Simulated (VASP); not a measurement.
A run of VASP 6.6.1 is set up as follows.

File INCAR:

```
SYSTEM = Fe
PREC     = Accurate       ! precision mode
ENCUT    = 600            ! plane-wave cutoff, eV
EDIFF    = 1E-6           ! SCF threshold, eV
ISMEAR   = -1             ! smearing method
SIGMA    = 0.05           ! smearing width, eV
LREAL    = .False.        ! projectors in reciprocal space
LASPH    = .True.         ! aspherical terms in the spheres
NELM     = 150            ! most SCF steps
ALGO     = Normal         ! electronic algorithm
ISIF     = 3              ! what is computed and relaxed
LWAVE    = .False.        ! write WAVECAR
LCHARG   = .False.        ! write CHGCAR
ISPIN    = 2              ! spin polarisation
MAGMOM   = 2.5            ! initial moments
LORBIT   = 11             ! projections on sites
LMAXMIX  = 4              ! l up to which the mixer works
GGA      = PE             ! functional
IBRION   = 2              ! ionic algorithm
NSW      = 80             ! ionic steps
EDIFFG   = -0.01          ! ionic threshold
```

KPOINTS

```
Automatic mesh
0
Gamma
  15 15 15
  0 0 0
```

Contents of POSCAR:

```
Fe
1.0
   -1.4332500000      1.4332500000      1.4332500000
    1.4332500000     -1.4332500000      1.4332500000
    1.4332500000      1.4332500000     -1.4332500000
Fe
1
Direct
    0.0000000000      0.0000000000      0.0000000000
```

Potentials or basis: VASP PAW PBE potentials, release 64 (Fe).

Run with:

```console
$ cat potpaw_PBE.64/Fe/POTCAR > POTCAR
$ mpirun -np 1 vasp_std > vasp.out
```

Q: Estimate the relaxed volume.

A: 11.35 Å³/atom.

Q: Estimate the site moments.

A: Fe +2.19 μB.

Q: Estimate the net moment.

A: 2.19 μB per cell.

Final structure:
```
CELL_PARAMETERS angstrom
-1.41582 1.41582 1.41582
1.41582 -1.41582 1.41582
1.41582 1.41582 -1.41582
ATOMIC_POSITIONS crystal
Fe 0.00000 0.00000 0.00000
```
